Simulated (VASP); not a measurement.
# AlN (Cm) in VASP: notebook

Runs on AlN. Level: r2SCAN. Tasks: single point.

All numbers are computed with VASP 6.6.1; they aren't measurements. Logs are shortened: lines on timing, memory, paths and dates and some standing lists are left out, and cuts for length are marked.

### 1 The cell of the first run

The structure is monoclinic, space group Cm (No. 8). The conventional cell has a = 5.350 Å, b = 3.089 Å, c = 3.089 Å, α = 90.00°, β = 125.26°, γ = 90.00°. Within 2.4 Å of Al (site symmetry m) lie 4 N at 1.81 to 1.97 Å. N (site symmetry m) has 4 Al at 1.81 to 1.97 Å within 2.4 Å.

### 2 Single point, r2SCAN (all Al atoms moved -0.100 Å, as atom 1 along Cartesian [1 -1 0])

Input file POSCAR:

```
AlN
1.0
    0.0000000000      2.1839935596      2.1839935596
    2.1839935596      0.0000000000      2.1839935596
    2.1839935596      2.1839935596      0.0000000000
Al N
1 1
Direct
    0.0323767796     -0.0323767796      0.0000000000
    0.7500000000      0.7500000000      0.7500000000
```

Input file INCAR.step1:

```
PREC     = Accurate       # precision mode
ENCUT    = 520            # plane-wave cutoff, eV
ISMEAR   = 0              # smearing method
SIGMA    = 0.05           # smearing width, eV
LREAL    = False          # projectors in reciprocal space
LASPH    = True           # aspherical terms in the spheres
NELM     = 100            # most SCF steps
NBANDS   = 11             # bands
GGA      = PE             # functional
ALGO     = Normal         # electronic algorithm
EDIFF    = 1E-4           # SCF threshold, eV
LWAVE    = True           # write WAVECAR
LCHARG   = False          # write CHGCAR
```

Input file INCAR.step2:

```
PREC     = Accurate       # precision mode
ENCUT    = 520            # plane-wave cutoff, eV
EDIFF    = 1E-7           # SCF threshold, eV
ISMEAR   = 0              # smearing method
SIGMA    = 0.05           # smearing width, eV
LREAL    = False          # projectors in reciprocal space
LASPH    = True           # aspherical terms in the spheres
NELM     = 100            # most SCF steps
ALGO     = Normal         # electronic algorithm
ISIF     = 2              # what is computed and relaxed
LWAVE    = False          # write WAVECAR
LCHARG   = False          # write CHGCAR
METAGGA  = R2SCAN         # meta-GGA
LMIXTAU  = True         
NBANDS   = 11             # bands
ISTART   = 1
```

Input file KPOINTS:

```
regular mesh
0
Gamma
  10 10 10
```

Potentials or basis: VASP PAW PBE potentials, release 64 (Al, N).

Started as:

```console
> cat potpaw_PBE.64/Al/POTCAR potpaw_PBE.64/N/POTCAR > POTCAR
> cp INCAR.step1 INCAR
> mpirun -np 1 vasp_std > vasp.out
> cp INCAR.step2 INCAR
> mpirun -np 1 vasp_std > vasp.out
```

OUTCAR:

```text
PREC = Accurate
   ENCUT = 520
   EDIFF = 1E-7
   ISMEAR = 0
   LREAL = False
   LASPH = True
   NELM = 100
   ISIF = 2
   METAGGA = R2SCAN
   ISTART = 1

 ion  position               nearest neighbor table
   1  0.032  0.968  0.000-   2 1.81   2 1.89   2 1.89   2 1.97
   2  0.750  0.750  0.750-   1 1.81   1 1.89   1 1.89   1 1.97

  LATTYP: Found a face centered cubic cell.
 ALAT       =     4.3679871192

  Lattice vectors:

 A1 = (   0.0000000000,   2.1839935596,   2.1839935596)
 A2 = (   2.1839935596,   0.0000000000,   2.1839935596)
 A3 = (   2.1839935596,   2.1839935596,   0.0000000000)

Analysis of symmetry for initial positions (statically):
=====================================================================
 Subroutine PRICEL returns:
 Original cell was already a primitive cell.

 Routine SETGRP: Setting up the symmetry group for a
 face centered cubic supercell.

 Subroutine GETGRP returns: Found  2 space group operations
 (whereof  2 operations were pure point group operations)
 out of a pool of 48 trial point group operations.

The static configuration has the point symmetry C_1h.

Analysis of symmetry for dynamics (positions and initial velocities):
=====================================================================
 Subroutine PRICEL returns:
 Original cell was already a primitive cell.

 Routine SETGRP: Setting up the symmetry group for a
 face centered cubic supercell.

 Subroutine GETGRP returns: Found  2 space group operations
 (whereof  2 operations were pure point group operations)
 out of a pool of 48 trial point group operations.

The dynamic configuration has the point symmetry C_1h.

 Subroutine INISYM returns: Found  2 space group operations
 (whereof  2 operations are pure point group operations),
 and found     1 'primitive' translations

----------------------------------------------------------------------------------------

                                     Primitive cell

  volume of cell :      20.8345

  direct lattice vectors                    reciprocal lattice vectors
     0.000000000  2.183993560  2.183993560    -0.228938404  0.228938404  0.228938404
     2.183993560  0.000000000  2.183993560     0.228938404 -0.228938404  0.228938404
     2.183993560  2.183993560  0.000000000     0.228938404  0.228938404 -0.228938404

  length of vectors
     3.088633312  3.088633312  3.088633312     0.396532948  0.396532948  0.396532948

  position of ions in fractional coordinates (direct lattice)
     0.032376780  0.967623220  0.000000000
     0.750000000  0.750000000  0.750000000

  ion indices of the primitive-cell ions
   primitive index   ion index
                 1           1
                 2           2

----------------------------------------------------------------------------------------

 KPOINTS: regular mesh

Automatic generation of k-mesh.
 Grid dimensions read from file:
 generate k-points for:   10   10   10

 Generating k-lattice:

  Cartesian coordinates                     Fractional coordinates (reciprocal lattice)
    -0.022893840  0.022893840  0.022893840     0.100000000  0.000000000  0.000000000
     0.022893840 -0.022893840  0.022893840     0.000000000  0.100000000  0.000000000
     0.022893840  0.022893840 -0.022893840     0.000000000  0.000000000  0.100000000

  Length of vectors
     0.039653295  0.039653295  0.039653295

  Shift w.r.t. Gamma in fractional coordinates (k-lattice)
     0.000000000  0.000000000  0.000000000

 Subroutine IBZKPT returns following result:
 ===========================================

 Found    282 irreducible k-points:

 Following reciprocal coordinates:
            Coordinates               Weight
  0.000000  0.000000  0.000000      1.000000
  0.100000  0.000000  0.000000      2.000000
  0.000000  0.100000  0.000000      2.000000
  0.000000  0.000000  0.100000      4.000000
  0.200000  0.000000  0.000000      2.000000
  0.000000  0.200000  0.000000      2.000000
[... 16 lines left out ...]
  0.200000  0.100000  0.200000      4.000000
  0.100000  0.200000  0.000000      2.000000
 [... further k-points ...]
   k-points           NKPTS =    282   k-points in BZ     NKDIM =    282   number of bands    NBANDS=     11
   number of dos      NEDOS =    301   number of ions     NIONS =      2
   total plane-waves  NPLWV =  13824
   dimension x,y,z NGX =    24 NGY =   24 NGZ =   24
   dimension x,y,z NGXF=    48 NGYF=   48 NGZF=   48
   ions per type =               1   1
   NGX,Y,Z   is equivalent  to a cutoff of  12.92, 12.92, 12.92 a.u.
   NGXF,Y,Z  is equivalent  to a cutoff of  25.84, 25.84, 25.84 a.u.
 SYSTEM =  unknown system
   PREC   = accura    normal or accurate (medium, high low for compatibility)
   ISTART =      1    job   : 0-new  1-cont  2-samecut
   ICHARG =      0    charge: 1-file 2-atom 10-const
   ISPIN  =      1    spin polarized calculation?
   LNONCOLLINEAR =      F non collinear calculations
   LSORBIT =      F    spin-orbit coupling
   LASPH  =      T    aspherical Exc in radial PAW
   ENCUT  =  520.0 eV  38.22 Ry    6.18 a.u.   5.74  5.74  5.74*2*pi/ulx,y,z
   NELM   =    100;   NELMIN=  2; NELMDL=  0     # of ELM steps
   EDIFF  = 0.1E-06   stopping-criterion for ELM
   LREAL  =      F    real-space projection
   EDIFFG = 0.1E-05   stopping-criterion for IOM
   NSW    =      0    number of steps for IOM
   IBRION =     -1    ionic relax: 0-MD 1-quasi-New 2-CG
   NFREE  =      0    steps in history (QN), initial steepest desc. (CG)
   ISIF   =      2    stress and relaxation
   ISYM   =      2    0-nonsym 1-usesym 2-fastsym
   POTIM  = 0.5000    time-step for ionic-motion
   TEBEG  =    0.0;   TEEND  =   0.0 temperature during run
   PSTRESS=    0.0 pullay stress
   NELECT =       8.0000    total number of electrons
   NUPDOWN=      -1.0000    fix difference up-down
   EMIN   =  10.00;   EMAX   =-10.00  energy-range for DOS
   EFERMI =   0.00;   METHOD = LEGACY
   ISMEAR =     0;   SIGMA  =   0.05  broadening in eV -4-tet -1-fermi 0-gaus
   EFERMI_NEDOS =   21; number of points for ismear=-14 and -15
   IALGO  =     38    algorithm
   IMIX   =      4    mixing-type and parameters
     AMIX     =   0.40;   BMIX     =  1.00
     AMIX_MAG =   1.60;   BMIX_MAG =  1.00
  volume/ion in A,a.u.               =      10.42        70.30
  Fermi-wavevector in a.u.,A,eV,Ry     =   1.189899  2.248583 19.263943  1.415860
  Thomas-Fermi vector in A             =   2.325996
   LORBIT       =      0    0 simple, 1 ext, 2 COOP (PROOUT), +10 PAW based schemes
   METAGGA = R2SCAN    functional components
   LHFCALC =     F    Hartree Fock is set to
   AEXX    =    0.0000 exact exchange contribution
   IVDW    =     0    specifies the selected vdW correction
   LEPSILON=     F    determine dielectric tensor
   LRPA    =     F    only Hartree local field effects (RPA)
 non-spin polarized calculation
 Gauss-broadening in eV      SIGMA  =   0.05
  energy-cutoff  :      520.00
  volume of cell :       20.83
 maximum number of plane-waves:       571
   NGX = 11   NGY = 11   NGZ = 11

 number of electron       8.0000000 magnetization

 Free energy of the ion-electron system (eV)
  ---------------------------------------------------
  ext. energy  EPLUGINS =         0.00000000
  ---------------------------------------------------
  free energy    TOTEN  =       -19.10332756 eV

  energy without entropy =      -19.10332756  energy(sigma->0) =      -19.10332756

 E-fermi :   6.2415     XC(G=0): -11.4168

 val. band max:        5.9568559167   @ k =   0.0000   0.0000   0.0000
 cond. band min:       9.6194360394   @ k =   0.5000   0.5000   0.0000
 fundamental gap:      3.6625801227
 Fermi energy:         6.2414584712

 k-point     1 :       0.0000    0.0000    0.0000
  band No.  band energies     occupation
      1     -10.0525      2.00000
      2       5.4149      2.00000
      3       5.6900      2.00000
      4       5.9569      2.00000
      5      10.5619      0.00000
      6      19.1869      0.00000
      7      19.2057      0.00000
      8      19.2606      0.00000
      9      24.1846      0.00000
     10      24.2027      0.00000
     11      25.5697      0.00000

 k-point     2 :       0.1000    0.0000    0.0000
  band No.  band energies     occupation
      1      -9.9051      2.00000
      2       4.6701      2.00000
      3       5.6397      2.00000
      4       5.8926      2.00000
      5      11.1760      0.00000
      6      18.8251      0.00000
      7      19.3872      0.00000
      8      19.3970      0.00000
      9      22.8550      0.00000
     10      22.9007      0.00000
     11      25.3885      0.00000

 k-point     3 :       0.0000    0.1000    0.0000
  band No.  band energies     occupation
      1      -9.9068      2.00000
      2       5.0690      2.00000
      3       5.4071      2.00000
      4       5.6372      2.00000
      5      11.2670      0.00000
      6      18.7855      0.00000
      7      19.2929      0.00000
      8      19.4076      0.00000
      9      23.1036      0.00000
     10      23.1240      0.00000
     11      24.8956      0.00000

 k-point     4 :       0.0000    0.0000    0.1000
  band No.  band energies     occupation
      1      -9.9059      2.00000
      2       4.8515      2.00000
      3       5.4414      2.00000
      4       5.8670      2.00000
      5      11.2194      0.00000
      6      18.7357      0.00000
      7      19.3268      0.00000
      8      19.4866      0.00000
      9      22.9724      0.00000
     10      23.0341      0.00000
     11      25.1274      0.00000
[... 239 lines left out ...]
 k-point    22 :       0.1000    0.1000   -0.1000
  band No.  band energies     occupation
      1      -9.5315      2.00000
      2       3.6824      2.00000
      3       5.1982      2.00000
      4       5.4844      2.00000
      5      12.3220      0.00000
      6      17.9381      0.00000
      7      18.9311      0.00000
      8      19.8221      0.00000
      9      20.7125      0.00000
     10      24.2277      0.00000
     11      25.8872      0.00000

 k-point    23 :       0.2000    0.1000    0.2000
  band No.  band energies     occupation
      1      -9.5309      2.00000
      2       3.6550      2.00000
      3       5.0975      2.00000
      4       5.6319      2.00000
      5      12.3007      0.00000
      6      17.9580      0.00000
      7      18.9542      0.00000
      8      19.7966      0.00000
      9      20.7412      0.00000
     10      24.1287      0.00000
     11      25.8301      0.00000

 k-point    24 :       0.1000    0.2000    0.0000
  band No.  band energies     occupation
      1      -9.5339      2.00000
      2       3.8611      2.00000
      3       5.1572      2.00000
      4       5.2728      2.00000
      5      12.4004      0.00000
      6      17.9184      0.00000
      7      18.9630      0.00000
      8      19.5755      0.00000
      9      20.9461      0.00000
     10      24.4603      0.00000
     11      25.7138      0.00000

 [... further k-points ...]

------------------------ aborting loop because EDIFF is reached ----------------------------------------

  FORCE on cell =-STRESS in cart. coord.  units (eV):
  Direction    XX          YY          ZZ          XY          YZ          ZX
  --------------------------------------------------------------------------------------
  -------------------------------------------------------------------------------------
  Total        0.1077527      0.1077527      0.2416330     -0.1960278      0.6454034     -0.6454009
  in kB        8.2861887      8.2861887     18.5815836    -15.0745424     49.6315427    -49.6313489
  external PRESSURE =      11.7179870 kB  Pullay stress =       0.0000000 kB

 VOLUME and BASIS-vectors are now :
 -----------------------------------------------------------------------------
  energy-cutoff  :      520.00
  volume of cell :       20.83
      direct lattice vectors                 reciprocal lattice vectors
     0.000000000  2.183993560  2.183993560    -0.228938404  0.228938404  0.228938404
     2.183993560  0.000000000  2.183993560     0.228938404 -0.228938404  0.228938404
     2.183993560  2.183993560  0.000000000     0.228938404  0.228938404 -0.228938404

 POSITION                                       TOTAL-FORCE (eV/Angst)
 -----------------------------------------------------------------------------------
      2.11328      0.07071      2.18399         1.087847     -1.087847     -0.315549
      3.27599      3.27599      3.27599        -1.087847      1.087847      0.315549
 -----------------------------------------------------------------------------------
    total drift:                               -0.004428      0.004429     -0.001099

  FREE ENERGIE OF THE ION-ELECTRON SYSTEM (eV)
  ---------------------------------------------------
  free  energy   TOTEN  =       -19.1033275624 eV

  energy  without entropy=      -19.1033275624  energy(sigma->0) =      -19.10332756
```

It took 4 min on 1 thread of Intel Xeon 8259CL, shared host; peak memory 0.18 GiB.

Results:

* Free energy: -19.1033 eV
* Pressure: 1.2 GPa
* Largest force: 1.570 eV/Å
* Band gap on the k mesh: 3.66 eV (least direct gap 4.61 eV)

Forces in eV/Å, atoms in the order of the input:
```
Al   1.088 -1.088 -0.316
N   -1.088  1.088  0.316
```

Caveat: the cell differs from its parent crystal (all Al atoms moved -0.100 Å, as atom 1 along Cartesian [1 -1 0]); the PAW data sets were made with another functional, which shifts forces and pressure a little. A k mesh can miss the band edges.

(Part 1 of 2 ends here.)
